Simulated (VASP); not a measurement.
# GeCl (P6_3mc) in VASP: single point with PBEsol

Aim: the single point of GeCl with PBEsol.

Everything below comes from runs of VASP 6.6.1. Logs are shortened: lines on timing, memory, paths and dates and some standing lists are left out, and cuts for length are marked.

## Step 1: The cell of the first run

The structure is hexagonal, space group P6_3mc (No. 186). The conventional cell has a = 3.281 Å, b = 3.281 Å, c = 9.440 Å, α = 90.00°, β = 90.00°, γ = 120.00°. Ge (site symmetry 3m) has 4 Cl at 2.51 to 2.91 Å and 6 Ge at 3.28 Å within 3.3 Å. Cl (site symmetry 3m) has 4 Ge at 2.51 to 2.91 Å and 6 Cl at 3.28 Å within 3.3 Å.

## Step 2: Single point, PBEsol (Sn replaced by Ge, lengths x 0.953, strained)

Input file INCAR:

```
PREC = Accurate
ENCUT = 520
EDIFF = 1E-6
ISMEAR = 0
SIGMA = 0.1
LREAL = False
LASPH = True
NELM = 80
ALGO = Normal
ISIF = 2
LWAVE = False
LCHARG = False
GGA = PS
NBANDS = 29
```

Input file KPOINTS:

```
regular mesh
0
Gamma
  15 15 6
```

Input file POSCAR:

```
GeCl
1.0
    3.2813537242      0.0000000000      0.0000000000
   -1.6406768621      2.8417356839      0.0000000000
    0.0000000000      0.0000000000      9.4402388941
Ge Cl
2 2
Direct
    0.3333333300      0.6666666700      0.3205100000
    0.6666666700      0.3333333300      0.8205100000
    0.3333333300      0.6666666700      0.0544910000
    0.6666666700      0.3333333300      0.5544910000
```

Potentials or basis: VASP PAW PBE potentials, release 64 (Ge_d, Cl).

Run with:

```console
$ cat potpaw_PBE.64/Ge_d/POTCAR potpaw_PBE.64/Cl/POTCAR > POTCAR
$ mpirun -np 1 vasp_std > vasp.out
```

OUTCAR:

```text
PREC = Accurate
   ENCUT = 520
   EDIFF = 1E-6
   ISMEAR = 0
   LREAL = False
   LASPH = True
   NELM = 80
   ISIF = 2
   GGA = PS

 ion  position               nearest neighbor table
   1  0.333  0.667  0.321-   3 2.51
   2  0.667  0.333  0.821-   4 2.51
   3  0.333  0.667  0.054-   1 2.51
   4  0.667  0.333  0.554-   2 2.51

  LATTYP: Found a hexagonal cell.
 ALAT       =     3.2813537242
 C/A-ratio  =     2.8769342435

  Lattice vectors:

 A1 = (   3.2813537242,   0.0000000000,   0.0000000000)
 A2 = (  -1.6406768621,   2.8417356839,   0.0000000000)
 A3 = (   0.0000000000,   0.0000000000,   9.4402388941)

Analysis of symmetry for initial positions (statically):
=====================================================================
 Subroutine PRICEL returns:
 Original cell was already a primitive cell.

 Routine SETGRP: Setting up the symmetry group for a
 hexagonal supercell.

 Subroutine GETGRP returns: Found 12 space group operations
 (whereof  6 operations were pure point group operations)
 out of a pool of 24 trial point group operations.

The static configuration has the point symmetry C_3v.
 The point group associated with its full space group is C_6v.

Analysis of symmetry for dynamics (positions and initial velocities):
=====================================================================
 Subroutine PRICEL returns:
 Original cell was already a primitive cell.

 Routine SETGRP: Setting up the symmetry group for a
 hexagonal supercell.

 Subroutine GETGRP returns: Found 12 space group operations
 (whereof  6 operations were pure point group operations)
 out of a pool of 24 trial point group operations.

The dynamic configuration has the point symmetry C_3v.
 The point group associated with its full space group is C_6v.

 Subroutine INISYM returns: Found 12 space group operations
 (whereof  6 operations are pure point group operations),
 and found     1 'primitive' translations

----------------------------------------------------------------------------------------

                                     Primitive cell

  volume of cell :      88.0278

  direct lattice vectors                    reciprocal lattice vectors
     3.281353724  0.000000000  0.000000000     0.304752271  0.175948806  0.000000000
    -1.640676862  2.841735684  0.000000000     0.000000000  0.351897612  0.000000000
     0.000000000  0.000000000  9.440238894     0.000000000  0.000000000  0.105929523

  length of vectors
     3.281353724  3.281353724  9.440238894     0.351897612  0.351897612  0.105929523

  position of ions in fractional coordinates (direct lattice)
     0.333333330  0.666666670  0.320510000
     0.666666670  0.333333330  0.820510000
     0.333333330  0.666666670  0.054491000
     0.666666670  0.333333330  0.554491000

  ion indices of the primitive-cell ions
   primitive index   ion index
                 1           1
                 2           2
                 3           3
                 4           4

----------------------------------------------------------------------------------------

 KPOINTS: regular mesh

Automatic generation of k-mesh.
 Grid dimensions read from file:
 generate k-points for:   15   15    6

 Generating k-lattice:

  Cartesian coordinates                     Fractional coordinates (reciprocal lattice)
     0.020316818  0.011729920  0.000000000     0.066666667  0.000000000  0.000000000
     0.000000000  0.023459841  0.000000000     0.000000000  0.066666667  0.000000000
     0.000000000  0.000000000  0.017654920     0.000000000  0.000000000  0.166666667

  Length of vectors
     0.023459841  0.023459841  0.017654920

  Shift w.r.t. Gamma in fractional coordinates (k-lattice)
     0.000000000  0.000000000  0.000000000

 Subroutine IBZKPT returns following result:
 ===========================================

 Found    108 irreducible k-points:

 Following reciprocal coordinates:
            Coordinates               Weight
  0.000000  0.000000  0.000000      1.000000
  0.066667  0.000000  0.000000      6.000000
  0.133333  0.000000  0.000000      6.000000
  0.200000  0.000000  0.000000      6.000000
  0.266667  0.000000  0.000000      6.000000
  0.333333  0.000000  0.000000      6.000000
[... 16 lines left out ...]
  0.333333  0.200000  0.000000     12.000000
  0.400000  0.200000  0.000000      6.000000
 [... further k-points ...]
   k-points           NKPTS =    108   k-points in BZ     NKDIM =    108   number of bands    NBANDS=     29
   number of dos      NEDOS =    301   number of ions     NIONS =      4
   total plane-waves  NPLWV =  40320
   dimension x,y,z NGX =    24 NGY =   24 NGZ =   70
   dimension x,y,z NGXF=    48 NGYF=   48 NGZF=  140
   ions per type =               2   2
   NGX,Y,Z   is equivalent  to a cutoff of  12.16, 12.16, 12.33 a.u.
   NGXF,Y,Z  is equivalent  to a cutoff of  24.32, 24.32, 24.65 a.u.
 SYSTEM =  unknown system
   PREC   = accura    normal or accurate (medium, high low for compatibility)
   ISTART =      0    job   : 0-new  1-cont  2-samecut
   ICHARG =      2    charge: 1-file 2-atom 10-const
   ISPIN  =      1    spin polarized calculation?
   LNONCOLLINEAR =      F non collinear calculations
   LSORBIT =      F    spin-orbit coupling
   LASPH  =      T    aspherical Exc in radial PAW
   ENCUT  =  520.0 eV  38.22 Ry    6.18 a.u.   6.10  6.10 17.55*2*pi/ulx,y,z
   NELM   =     80;   NELMIN=  2; NELMDL= -5     # of ELM steps
   EDIFF  = 0.1E-05   stopping-criterion for ELM
   LREAL  =      F    real-space projection
   EDIFFG = 0.1E-04   stopping-criterion for IOM
   NSW    =      0    number of steps for IOM
   IBRION =     -1    ionic relax: 0-MD 1-quasi-New 2-CG
   NFREE  =      0    steps in history (QN), initial steepest desc. (CG)
   ISIF   =      2    stress and relaxation
   ISYM   =      2    0-nonsym 1-usesym 2-fastsym
   POTIM  = 0.5000    time-step for ionic-motion
   TEBEG  =    0.0;   TEEND  =   0.0 temperature during run
   PSTRESS=    0.0 pullay stress
   NELECT =      42.0000    total number of electrons
   NUPDOWN=      -1.0000    fix difference up-down
   EMIN   =  10.00;   EMAX   =-10.00  energy-range for DOS
   EFERMI =   0.00;   METHOD = LEGACY
   ISMEAR =     0;   SIGMA  =   0.10  broadening in eV -4-tet -1-fermi 0-gaus
   EFERMI_NEDOS =   21; number of points for ismear=-14 and -15
   IALGO  =     38    algorithm
   IMIX   =      4    mixing-type and parameters
     AMIX     =   0.40;   BMIX     =  1.00
     AMIX_MAG =   1.60;   BMIX_MAG =  1.00
  volume/ion in A,a.u.               =      22.01       148.51
  Fermi-wavevector in a.u.,A,eV,Ry     =   1.279238  2.417409 22.265253  1.636450
  Thomas-Fermi vector in A             =   2.411735
   LORBIT       =      0    0 simple, 1 ext, 2 COOP (PROOUT), +10 PAW based schemes
   GGA     = PS    functional components
   LHFCALC =     F    Hartree Fock is set to
   AEXX    =    0.0000 exact exchange contribution
   IVDW    =     0    specifies the selected vdW correction
   LEPSILON=     F    determine dielectric tensor
   LRPA    =     F    only Hartree local field effects (RPA)
 non-spin polarized calculation
 Gauss-broadening in eV      SIGMA  =   0.10
  energy-cutoff  :      520.00
  volume of cell :       88.03
 maximum number of plane-waves:      2406
   NGX = 13   NGY = 13   NGZ = 35

 number of electron      41.9999971 magnetization

 Free energy of the ion-electron system (eV)
  ---------------------------------------------------
  ext. energy  EPLUGINS =         0.00000000
  ---------------------------------------------------
  free energy    TOTEN  =       -14.49293693 eV

  energy without entropy =      -14.48737360  energy(sigma->0) =      -14.49015526

 E-fermi :   3.7644     XC(G=0): -10.0457

 val. band max:        3.7483310194   @ k =   0.2667   0.2000   0.1667
 cond. band min:       3.8299053209   @ k =   0.2667   0.1333   0.3333
 fundamental gap:      0.0815743015
 Fermi energy:         3.7643692086

 k-point     1 :       0.0000    0.0000    0.0000
  band No.  band energies     occupation
      1     -20.9574      2.00000
      2     -20.9552      2.00000
      3     -20.9137      2.00000
      4     -20.9137      2.00000
      5     -20.9136      2.00000
      6     -20.9136      2.00000
[... 21 lines left out ...]
     28      11.5539      0.00000
     29      14.8912      0.00000

 k-point     2 :       0.0667    0.0000    0.0000
  band No.  band energies     occupation
      1     -20.9566      2.00000
      2     -20.9543      2.00000
      3     -20.9145      2.00000
      4     -20.9144      2.00000
      5     -20.9139      2.00000
      6     -20.9138      2.00000
[... 21 lines left out ...]
     28      11.8087      0.00000
     29      14.3325      0.00000

 k-point     3 :       0.1333    0.0000    0.0000
  band No.  band energies     occupation
      1     -20.9541      2.00000
      2     -20.9520      2.00000
      3     -20.9166      2.00000
      4     -20.9165      2.00000
      5     -20.9144      2.00000
      6     -20.9143      2.00000
[... 21 lines left out ...]
     28      12.2756      0.00000
     29      13.6212      0.00000

 k-point     4 :       0.2000    0.0000    0.0000
  band No.  band energies     occupation
      1     -20.9508      2.00000
      2     -20.9489      2.00000
      3     -20.9198      2.00000
      4     -20.9196      2.00000
      5     -20.9152      2.00000
      6     -20.9150      2.00000
[... 21 lines left out ...]
     28      12.3323      0.00000
     29      13.5710      0.00000

 k-point     5 :       0.2667    0.0000    0.0000
  band No.  band energies     occupation
      1     -20.9475      2.00000
      2     -20.9460      2.00000
      3     -20.9234      2.00000
      4     -20.9232      2.00000
      5     -20.9160      2.00000
      6     -20.9158      2.00000
[... 21 lines left out ...]
     28      11.8314      0.00000
     29      13.0770      0.00000
[... 510 lines left out ...]
     28      12.3141      0.00000
     29      13.4899      0.00000

 k-point    22 :       0.2667    0.2000    0.0000
  band No.  band energies     occupation
      1     -20.9390      2.00000
      2     -20.9382      2.00000
      3     -20.9277      2.00000
      4     -20.9275      2.00000
      5     -20.9201      2.00000
      6     -20.9199      2.00000
[... 21 lines left out ...]
     28      12.4175      0.00000
     29      13.1866      0.00000

 k-point    23 :       0.3333    0.2000    0.0000
  band No.  band energies     occupation
      1     -20.9371      2.00000
      2     -20.9367      2.00000
      3     -20.9287      2.00000
      4     -20.9285      2.00000
      5     -20.9212      2.00000
      6     -20.9209      2.00000
[... 21 lines left out ...]
     28      12.6616      0.00000
     29      12.9930      0.00000

 k-point    24 :       0.4000    0.2000    0.0000
  band No.  band energies     occupation
      1     -20.9365      2.00000
      2     -20.9363      2.00000
      3     -20.9290      2.00000
      4     -20.9288      2.00000
      5     -20.9216      2.00000
      6     -20.9213      2.00000
[... 21 lines left out ...]
     28      12.7993      0.00000
     29      12.9354      0.00000

 [... further k-points ...]

------------------------ aborting loop because EDIFF is reached ----------------------------------------

  FORCE on cell =-STRESS in cart. coord.  units (eV):
  Direction    XX          YY          ZZ          XY          YZ          ZX
  --------------------------------------------------------------------------------------
  -------------------------------------------------------------------------------------
  Total       -1.1242745     -1.1242745     -3.0831424      0.0000000      0.0000000      0.0000000
  in kB      -20.4627143    -20.4627143    -56.1157095      0.0000000      0.0000000      0.0000000
  external PRESSURE =     -32.3470460 kB  Pullay stress =       0.0000000 kB

 VOLUME and BASIS-vectors are now :
 -----------------------------------------------------------------------------
  energy-cutoff  :      520.00
  volume of cell :       88.03
      direct lattice vectors                 reciprocal lattice vectors
     3.281353724  0.000000000  0.000000000     0.304752271  0.175948806  0.000000000
    -1.640676862  2.841735684  0.000000000     0.000000000  0.351897612  0.000000000
     0.000000000  0.000000000  9.440238894     0.000000000  0.000000000  0.105929523

 POSITION                                       TOTAL-FORCE (eV/Angst)
 -----------------------------------------------------------------------------------
     -0.00000      1.89449      3.02569         0.000000      0.000000     -0.292905
      1.64068      0.94725      7.74581        -0.000000      0.000000     -0.292905
     -0.00000      1.89449      0.51441         0.000000     -0.000000      0.292905
      1.64068      0.94725      5.23453        -0.000000      0.000000      0.292905
 -----------------------------------------------------------------------------------
    total drift:                                0.000002     -0.000001      0.000081

  FREE ENERGIE OF THE ION-ELECTRON SYSTEM (eV)
  ---------------------------------------------------
  free  energy   TOTEN  =       -14.4929369289 eV

  energy  without entropy=      -14.4873735960  energy(sigma->0) =      -14.49015526
```

Wall time 83 s (1 thread of Intel Xeon 6975P-C (Granite Rapids), shared host); peak memory 0.34 GiB.

Results:

```
Free energy            : -14.4929 eV
Pressure               : -3.2 GPa
Largest force          : 0.293 eV/Å
Band gap on the k mesh : zero (band 21 reaches 7.18 eV, above the bottom of band 22 at 2.92 eV)
```

Forces on the atoms (eV/Å):
```
Ge   0.000  0.000 -0.293
Ge   0.000  0.000 -0.293
Cl   0.000  0.000  0.293
Cl   0.000  0.000  0.293
```

Caveat: the cell differs from its parent crystal (Sn replaced by Ge, lengths x 0.953, strained); the PAW data sets were made with another functional, which shifts forces and pressure a little.
